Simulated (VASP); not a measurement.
Runs of VASP 6.6.1 on Hf. The structure is that of space group Fm-3m (No. 225), or close to it. The cells are those of the table. 

```csv
task,cell,cutoff (eV),gap on the mesh (eV),pressure (GPa)
single point,"a = 3.069 Å, angles 60.0°, 1 atom",520,none,11.5
single point,"a = 3.172 Å, angles 60.0°, 1 atom",520,none,(a)
relaxation of cell and atoms,"relaxed to 12 GPa from a = 3.071 Å, angles 60.0°, 1 atom",600,none,12.0
relaxation of cell and atoms,"relaxed to 12 GPa from a = 3.069 Å, angles 60.0°, 1 atom",600,none,12.0
relaxation of cell and atoms,"relaxed from a = 3.172 Å, angles 60.0°, 1 atom",600,none,0.0
```

Alike in all rows: level PBE; potentials or basis VASP PAW PBE potentials, release 64 (Hf_pv); no spin polarisation; k mesh 15 × 15 × 15; smearing fermi-dirac 0.08 eV.

**Question.** Fill in the values left out.

**Answer.** (a) -0.4.

Caveats: spin-orbit coupling is left out, which moves the levels of the heavy elements; the cell is relaxed towards a set pressure, so the enthalpy falls and the energy may rise (some runs).

A k mesh can miss the band edges, and the runs leave out spin-orbit coupling on Hf.

A gap of «none» marks levels without a gap at the run's occupations.
